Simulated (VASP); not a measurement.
CO2, 6 atoms in the cell. Symmetry: I-42d, No. 122, tetragonal system. The conventional cell has a = 3.910 Å, b = 3.910 Å, c = 5.935 Å, α = 90.00°, β = 90.00°, γ = 90.00°. C (site symmetry -4) has 4 O at 1.39 Å within 1.9 Å. O (site symmetry 2) has 2 C at 1.39 Å within 1.9 Å. 

| Quantity | Value |
| --- | --- |
| Program | VASP 6.6.1 |
| Task | single point |
| Functional | r2SCAN |
| Potentials or basis | VASP PAW PBE potentials, release 64 (C, O) |
| Cutoff | 520 eV |
| k mesh | 10 × 10 × 10 |
| Occupations | gaussian, width 0.01 eV |
| Spin | no spin polarisation |
| Dipole correction | no |
| Further INCAR settings | ALGO = Normal; EDIFF = 1e-06; NBANDS = 25 |

Potentials or basis: VASP PAW PBE potentials, release 64 (C, O).

Launch:

```sh
$ cat potpaw_PBE.64/C/POTCAR potpaw_PBE.64/O/POTCAR > POTCAR
$ cp INCAR.step1 INCAR
$ mpirun -np 1 vasp_std > vasp.out
$ cp INCAR.step2 INCAR
$ mpirun -np 1 vasp_std > vasp.out
```

Hardware: 1 thread of AMD EPYC 7R43 64-Core Processor (Zen 3) (shared host).

Estimate the wall time of this run.

It took 7.3 min on 1 thread of AMD EPYC 7R43 64-Core Processor (Zen 3), with other jobs on the host, peak memory 0.19 GiB. Counts: k points 102.
